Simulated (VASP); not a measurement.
# As (Cmce) in VASP: single point with LDA

Aim: the single point of As with LDA.

Everything below comes from runs of VASP 6.6.1. Logs are shortened: lines on timing, memory, paths and dates and some standing lists are left out, and cuts for length are marked.

### 1 The cell of the first run

Symmetry: Cmce, No. 64, orthorhombic system. Conventional cell: a = 3.712 Å, b = 10.749 Å, c = 4.232 Å, α = 90.00°, β = 90.00°, γ = 90.00°. As (site symmetry m) has 5 As at 2.47 to 3.18 Å within 3.3 Å.

### 2 Single point, LDA

File INCAR:

```
PREC = Accurate
ENCUT = 600
EDIFF = 1E-6
ISMEAR = 0
SIGMA = 0.1
LREAL = F
LASPH = T
NELM = 120
ALGO = Normal
ISIF = 2
LWAVE = F
LCHARG = F
GGA = CA
NBANDS = 38
GGA_COMPAT = F
```

File KPOINTS:

```
Automatic mesh
0
Gamma
  12 12 10
```

File POSCAR:

```
As
1.0
    1.8560149764     -5.3745652846      0.0000000000
    1.8560149764      5.3745652846      0.0000000000
    0.0000000000      0.0000000000      4.2321864222
As
4
Direct
    0.1126711706      0.8873288294      0.0546116501
    0.6126711706      0.3873288294      0.4453883499
    0.8873288294      0.1126711706      0.9453883499
    0.3873288294      0.6126711706      0.5546116501
```

Potentials or basis: VASP PAW LDA potentials, release 64 (As_d).

Command:

```console
$ cat potpaw_LDA.64/As_d/POTCAR > POTCAR
$ mpirun -np 1 vasp_std > vasp.out
```

OUTCAR:

```text
PREC = Accurate
   ENCUT = 600
   EDIFF = 1E-6
   ISMEAR = 0
   LREAL = F
   LASPH = T
   NELM = 120
   ISIF = 2
   GGA = CA

 ion  position               nearest neighbor table
   1  0.113  0.887  0.055-   3 2.47   2 2.49   2 2.49
   2  0.613  0.387  0.445-   4 2.47   1 2.49   1 2.49
   3  0.887  0.113  0.945-   1 2.47   4 2.49   4 2.49
   4  0.387  0.613  0.555-   2 2.47   3 2.49   3 2.49

  LATTYP: Found a base centered orthorhombic cell.
 ALAT       =     3.7120299528
 B/A-ratio  =     2.8957553430
 C/A-ratio  =     1.1401272285

  Lattice vectors:

 A1 = (   1.8560149764,  -5.3745652846,   0.0000000000)
 A2 = (   1.8560149764,   5.3745652846,   0.0000000000)
 A3 = (   0.0000000000,   0.0000000000,   4.2321864222)

Analysis of symmetry for initial positions (statically):
=====================================================================
 Subroutine PRICEL returns:
 Original cell was already a primitive cell.

 Routine SETGRP: Setting up the symmetry group for a
 base centered orthorhombic supercell.

 Subroutine GETGRP returns: Found  8 space group operations
 (whereof  4 operations were pure point group operations)
 out of a pool of  8 trial point group operations.

The static configuration has the point symmetry C_2h.
 The point group associated with its full space group is D_2h.

Analysis of symmetry for dynamics (positions and initial velocities):
=====================================================================
 Subroutine PRICEL returns:
 Original cell was already a primitive cell.

 Routine SETGRP: Setting up the symmetry group for a
 base centered orthorhombic supercell.

 Subroutine GETGRP returns: Found  8 space group operations
 (whereof  4 operations were pure point group operations)
 out of a pool of  8 trial point group operations.

The dynamic configuration has the point symmetry C_2h.
 The point group associated with its full space group is D_2h.

 Subroutine INISYM returns: Found  8 space group operations
 (whereof  4 operations are pure point group operations),
 and found     1 'primitive' translations

----------------------------------------------------------------------------------------

                                     Primitive cell

  volume of cell :      84.4344
[... 84 lines left out ...]
   PREC   = accura    normal or accurate (medium, high low for compatibility)
   ISTART =      0    job   : 0-new  1-cont  2-samecut
   ICHARG =      2    charge: 1-file 2-atom 10-const
   ISPIN  =      1    spin polarized calculation?
   LNONCOLLINEAR =      F non collinear calculations
   LSORBIT =      F    spin-orbit coupling
   LASPH  =      T    aspherical Exc in radial PAW
   ENCUT  =  600.0 eV  44.10 Ry    6.64 a.u.  11.36 11.36  8.45*2*pi/ulx,y,z
   NELM   =    120;   NELMIN=  2; NELMDL= -5     # of ELM steps
   EDIFF  = 0.1E-05   stopping-criterion for ELM
   LREAL  =      F    real-space projection
   EDIFFG = 0.1E-04   stopping-criterion for IOM
   NSW    =      0    number of steps for IOM
   IBRION =     -1    ionic relax: 0-MD 1-quasi-New 2-CG
   NFREE  =      0    steps in history (QN), initial steepest desc. (CG)
   ISIF   =      2    stress and relaxation
   ISYM   =      2    0-nonsym 1-usesym 2-fastsym
   POTIM  = 0.5000    time-step for ionic-motion
   TEBEG  =    0.0;   TEEND  =   0.0 temperature during run
   PSTRESS=    0.0 pullay stress
   NELECT =      60.0000    total number of electrons
   NUPDOWN=      -1.0000    fix difference up-down
   EMIN   =  10.00;   EMAX   =-10.00  energy-range for DOS
   EFERMI =   0.00;   METHOD = LEGACY
   ISMEAR =     0;   SIGMA  =   0.10  broadening in eV -4-tet -1-fermi 0-gaus
   EFERMI_NEDOS =   21; number of points for ismear=-14 and -15
   IALGO  =     38    algorithm
   IMIX   =      4    mixing-type and parameters
     AMIX     =   0.40;   BMIX     =  1.00
     AMIX_MAG =   1.60;   BMIX_MAG =  1.00
  volume/ion in A,a.u.               =      21.11       142.45
  Fermi-wavevector in a.u.,A,eV,Ry     =   1.460894  2.760689 29.037708  2.134211
  Thomas-Fermi vector in A             =   2.577290
   LORBIT       =      0    0 simple, 1 ext, 2 COOP (PROOUT), +10 PAW based schemes
   GGA     = CA    functional components
   LHFCALC =     F    Hartree Fock is set to
   AEXX    =    0.0000 exact exchange contribution
   IVDW    =     0    specifies the selected vdW correction
   LEPSILON=     F    determine dielectric tensor
   LRPA    =     F    only Hartree local field effects (RPA)
 non-spin polarized calculation
 Gauss-broadening in eV      SIGMA  =   0.10
  energy-cutoff  :      600.00
  volume of cell :       84.43
 maximum number of plane-waves:      2846
 NGX is ok and might be reduce to    48
   NGX = 23   NGY = 23   NGZ = 17

 number of electron      60.0000009 magnetization

 Free energy of the ion-electron system (eV)
  ---------------------------------------------------
  ext. energy  EPLUGINS =         0.00000000
  ---------------------------------------------------
  free energy    TOTEN  =       -21.36188264 eV

  energy without entropy =      -21.36040142  energy(sigma->0) =      -21.36114203

 E-fermi :   3.6002     XC(G=0): -11.0942

 val. band max:        3.5958936187   @ k =   0.5000   0.4167   0.1000
 cond. band min:       3.6124795102   @ k =   0.5000   0.5000   0.1000
 fundamental gap:      0.0165858916
 Fermi energy:         3.6001808575

 k-point     1 :       0.0000    0.0000    0.0000
  band No.  band energies     occupation
      1     -32.5284      2.00000
      2     -32.5271      2.00000
      3     -32.5079      2.00000
      4     -32.4777      2.00000
      5     -32.4727      2.00000
      6     -32.4449      2.00000
[... 973 lines left out ...]
     37       9.2775      0.00000
     38      10.8490      0.00000

 [... further k-points ...]
[... 5 lines left out ...]
  --------------------------------------------------------------------------------------
  -------------------------------------------------------------------------------------
  Total        0.1210842      0.1198101      0.1027365      0.0000000      0.0000000      0.0000000
  in kB        2.2976210      2.2734445      1.9494664      0.0000000      0.0000000      0.0000000
  external PRESSURE =       2.1735106 kB  Pullay stress =       0.0000000 kB

 VOLUME and BASIS-vectors are now :
 -----------------------------------------------------------------------------
  energy-cutoff  :      600.00
  volume of cell :       84.43
      direct lattice vectors                 reciprocal lattice vectors
     1.856014976 -5.374565285  0.000000000     0.269394378 -0.093030780  0.000000000
     1.856014976  5.374565285  0.000000000     0.269394378  0.093030780  0.000000000
     0.000000000  0.000000000  4.232186422     0.000000000  0.000000000  0.236284488

 POSITION                                       TOTAL-FORCE (eV/Angst)
 -----------------------------------------------------------------------------------
      1.85601      4.16345      0.23113         0.000000     -0.026331     -0.024839
      1.85601     -1.21112      1.88497         0.000000     -0.026331      0.024839
      1.85601     -4.16345      4.00106         0.000000      0.026331      0.024839
      1.85601      1.21112      2.34722         0.000000      0.026331     -0.024839
 -----------------------------------------------------------------------------------
    total drift:                               -0.000000      0.000000     -0.000000

  FREE ENERGIE OF THE ION-ELECTRON SYSTEM (eV)
  ---------------------------------------------------
  free  energy   TOTEN  =       -21.3618826418 eV

  energy  without entropy=      -21.3604014159  energy(sigma->0) =      -21.36114203
```

It took 7.3 min on 1 thread of Intel Xeon 6975P-C (Granite Rapids), shared host; peak memory 0.74 GiB.

What came out:

```yaml
Free_energy: -21.3619 eV
Pressure: 0.2 GPa
Largest_force: 0.036 eV/Å
Band_gap_on_the_k_mesh: zero (bands 30 and 31 overlap by 0.50 eV)
```

Forces on the atoms (eV/Å):
```
As   0.000 -0.026 -0.025
As   0.000 -0.026  0.025
As   0.000  0.026  0.025
As   0.000  0.026 -0.025
```
